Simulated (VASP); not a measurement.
The system is SbAs4Au.

```
CELL_PARAMETERS angstrom
0.00000 3.97842 3.97842
3.97842 0.00000 3.97842
3.97842 3.97842 0.00000
ATOMIC_POSITIONS crystal
Sb 0.00000 0.00000 0.00000
As 0.62436 0.62436 0.12692
As 0.62436 0.12692 0.62436
As 0.12692 0.62436 0.62436
As 0.62436 0.62436 0.62436
Au 0.25000 0.25000 0.25000
```

| Quantity | Value |
| --- | --- |
| Program | VASP 6.6.1 |
| Task | relaxation of cell and atoms |
| Functional | PBE |
| Potentials or basis | VASP PAW PBE potentials, release 64 (Sb, As, Au) |
| Cutoff | 600 eV |
| k mesh | 8 × 8 × 8 |
| Occupations | gaussian, width 0.1 eV |
| Spin | no spin polarisation |

At the start: pressure 1.0 GPa; volume 20.99 Å³/atom.

Where does the relaxation end?

Over 10 steps the energy falls by 2.7 meV/atom and the volume is 21.37 Å³/atom (+1.8 %); space group F-43m (No. 216, to 0.05 Å).

The path:
```tsv
step	energy change (eV)	largest force (eV/Å)	pressure (GPa)	volume (Å³)
1	0.0000	0.1100	1.00	125.94
2	-0.0067	0.1056	-0.39	128.34
3	-0.0070	0.1056	-0.14	127.91
4	-0.0093	0.0944	-0.12	127.89
5	-0.0144	0.0539	0.02	127.84
6	-0.0134	0.0798	0.50	127.75
7	-0.0161	0.0106	0.17	127.81
8	-0.0162	0.0001	0.21	127.80
9	-0.0158	0.0008	-0.33	128.87
10	-0.0165	0.0003	0.00	128.22
```

Final structure:
```
Sb As Au
1.0
     0.00000    4.00225    4.00225
     4.00225    0.00000    4.00225
     4.00225    4.00225    0.00000
Sb As Au
1 4 1
Direct
  0.00000 0.00000 0.00000
  0.62111 0.62111 0.13668
  0.62111 0.13668 0.62111
  0.13668 0.62111 0.62111
  0.62111 0.62111 0.62111
  0.25000 0.25000 0.25000
```
